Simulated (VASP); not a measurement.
Runs of VASP 6.6.1 on SrCl2. The structure is that of space group Fm-3m (No. 225), or close to it. The cells are those of the table. 

| task | cell | cutoff (eV) | gap on the mesh (eV) | pressure (GPa) |
| --- | --- | --- | --- | --- |
| relaxation of cell and atoms | relaxed to 40 GPa from a = 4.382 Å, angles 60.0°, 3 atoms | 600 | 5.41 | 40.0 |
| single point | a = 4.661 Å, angles 60.0°, 3 atoms | 520 | 5.83 | (a) |
| single point | a = 5.047 Å, angles 60.0°, 3 atoms | 520 | (b) | -2.0 |
| single point | a = 4.776 Å, angles 60.0°, 3 atoms | 520 | 5.92 | 5.1 |

Alike in all rows: level r2SCAN; potentials or basis VASP PAW PBE potentials, release 64 (Sr_sv, Cl); no spin polarisation; k mesh 6 × 6 × 6; smearing gaussian 0.02 eV.

Q: Fill in the values left out.

A: (a) 10.1; (b) 5.71.

Caveats: the PAW data sets were made with another functional, which shifts forces and pressure a little; the cell stands under pressure (at least some runs); the cell is relaxed towards a set pressure, so the run minimises the enthalpy, not the energy (at least some runs).

A k mesh can miss the band edges, and the runs leave out spin-orbit coupling on Sr.
